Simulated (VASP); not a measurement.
**Mg3CdTe4: single point with PBE**

The system is Mg3CdTe4.

```
Mg Cd Te
1.0
     6.26332    0.00000    0.00000
     0.00000    6.26332    0.00000
     0.00000    0.00000    6.26332
Mg Cd Te
3 1 4
Cartesian
  0.0000 0.0000 3.1317
  0.0000 3.1317 0.0000
  3.1317 0.0000 0.0000
  3.1317 3.1317 3.1317
  4.7232 4.7232 4.7232
  4.7232 1.5402 1.5402
  1.5402 4.7232 1.5402
  1.5402 1.5402 4.7232
```

```
Program                : VASP 6.6.1
Task                   : single point
Functional             : PBE
Potentials or basis    : VASP PAW PBE potentials, release 64 (Mg, Cd, Te)
Cutoff                 : 520 eV
k mesh                 : 4 × 4 × 4
Occupations            : gaussian, width 0.02 eV
Spin                   : no spin polarisation
Dipole correction      : no
Further INCAR settings : ALGO = Normal; EDIFF = 1e-06; NBANDS = 31
```

```
Pressure               : 5.8 GPa
Largest force          : 0.017 eV/Å
Band gap on the k mesh : 2.18 eV
```

Forces on the atoms (eV/Å):
```
Mg   0.000  0.000  0.000
Mg   0.000  0.000  0.000
Mg   0.000  0.000  0.000
Cd   0.000  0.000  0.000
Te   0.010  0.010  0.010
Te   0.010 -0.010 -0.010
Te  -0.010  0.010 -0.010
Te  -0.010 -0.010  0.010
```

Levels at points of the mesh, in eV from the valence-band top:
| k point | band 19 | band 20 | band 21 | band 22 | band 23 | band 24 |
| --- | --- | --- | --- | --- | --- | --- |
| (0.00, 0.00, 0.00) | 0.00 | 0.00 | 0.00 | 2.18 | 2.66 | 2.66 |
| (0.50, 0.00, 0.00) | -0.99 | -0.78 | -0.78 | 3.64 | 3.79 | 3.97 |
| (0.50, 0.50, 0.00) | -0.56 | -0.52 | -0.52 | 3.79 | 4.27 | 4.27 |
| (0.50, 0.50, 0.50) | -0.41 | -0.41 | -0.41 | 2.34 | 3.34 | 3.34 |

It took 41 s on 1 thread of Intel(R) Xeon(R) 6975P-C (Granite Rapids), with other jobs on the host, peak memory 0.35 GiB.

Caveat: the cell stands under pressure; spin-orbit coupling is left out, which moves the levels of the heavy elements. A k mesh can miss the band edges.
